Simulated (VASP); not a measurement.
A run of VASP 6.6.1:

The input POSCAR:

```
Be2C
1.0
    2.1285248950      2.1285248950      0.0000000000
   -2.1285248950      2.1285248950      0.0000000000
    0.0000000000      2.1285248950      2.1285248950
Be C
2 1
Direct
    0.2500000000      0.7500000000      0.5000000000
    0.7500000000      0.2500000000      0.5000000000
    0.0000000000      0.0000000000      0.0000000000
```

INCAR.step1

```
SYSTEM = Be2C
  ALGO = Normal
  EDIFF = 1E-5
  ENCUT = 660
  GGA = PE
  GGA_COMPAT = .FALSE.
  ISMEAR = 0
  LASPH = .TRUE.
  LCHARG = .FALSE.
  LREAL = .FALSE.
  LWAVE = .TRUE.
  NBANDS = 11
  NELM = 120
  PREC = Accurate
  SIGMA = 0.01
```

INCAR.step2

```
SYSTEM = Be2C
  ALGO = Normal
  EDIFF = 1E-6
  ENCUT = 660
  GGA_COMPAT = .FALSE.
  ISIF = 2
  ISMEAR = 0
  ISTART = 1
  LASPH = .TRUE.
  LCHARG = .FALSE.
  LMIXTAU = .TRUE.
  LREAL = .FALSE.
  LWAVE = .FALSE.
  METAGGA = R2SCAN
  NBANDS = 11
  NELM = 120
  PREC = Accurate
  SIGMA = 0.01
```

Contents of KPOINTS:

```
k-points
0
G
  10 10 10
  0 0 0
```

Potentials or basis: VASP PAW PBE potentials, release 64 (Be, C).

Run with:

```bash
$ cat potpaw_PBE.64/Be/POTCAR potpaw_PBE.64/C/POTCAR > POTCAR
$ cp INCAR.step1 INCAR
$ mpirun -np 1 vasp_std > vasp.out
$ cp INCAR.step2 INCAR
$ mpirun -np 1 vasp_std > vasp.out
```

Hardware: 1 thread of Intel Xeon 8259CL, on a shared host.

Q: How long does it take, and how much memory?

A: It took 91 s on 1 thread of Intel Xeon 8259CL, with other jobs on the host, peak memory 0.16 GiB. Counts: k points 47.
